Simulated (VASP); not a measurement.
Here is a VASP 6.6.1 calculation.

The input INCAR:

```
SYSTEM = SiC
PREC = Accurate
ENCUT = 520
EDIFF = 1E-6
ISMEAR = -1
SIGMA = 0.05
LREAL = .False.
LASPH = .True.
NELM = 80
ALGO = Normal
ISIF = 2
LWAVE = .False.
LCHARG = .False.
GGA = PS
IVDW = 13
NBANDS = 36
```

KPOINTS

```
regular mesh
0
Gamma
  10 10 2
  0 0 0
```

Contents of POSCAR:

```
SiC
1.0
    3.0531705480      0.0000000000      0.0000000000
   -1.5265852740      2.6441232567      0.0000000000
    0.0000000000      0.0000000000     14.9649748670
Si C
6 6
Direct
    0.6666666667      0.3333333333      0.4583000000
    0.3333333333      0.6666666667      0.9583000000
    0.6666666667      0.3333333333      0.7917000000
    0.3333333333      0.6666666667      0.2917000000
    0.0000000000      0.0000000000      0.6250000000
    0.0000000000      0.0000000000      0.1250000000
    0.6666666667      0.3333333333      0.3333000000
    0.3333333333      0.6666666667      0.8333000000
    0.6666666667      0.3333333333      0.6667000000
    0.3333333333      0.6666666667      0.1667000000
    0.0000000000      0.0000000000      0.5000000000
    0.0000000000      0.0000000000      0.0000000000
```

Potentials or basis: VASP PAW PBE potentials, release 64 (Si, C).

The run is started by

```bash
$ cat potpaw_PBE.64/Si/POTCAR potpaw_PBE.64/C/POTCAR > POTCAR
$ mpirun -np 1 vasp_std > vasp.out
```

Q: What does it give for the pressure?

A: 3.9 GPa.

Q: Estimate the largest force.

A: 0.151 eV/Å.

Q: Estimate the dispersion energy per atom.

A: -0.190 eV.

Forces in eV/Å, atoms in the order of the input:
```
Si   0.000  0.000  0.061
Si   0.000  0.000  0.061
Si   0.000  0.000  0.029
Si   0.000  0.000  0.029
Si   0.000  0.000  0.044
Si   0.000  0.000  0.044
C    0.000  0.000 -0.016
C    0.000  0.000 -0.016
C    0.000  0.000  0.033
C    0.000  0.000  0.033
C    0.000  0.000 -0.151
C    0.000  0.000 -0.151
```

Caveat: the cell stands under pressure; the PAW data sets were made with another functional, which shifts forces and pressure a little.
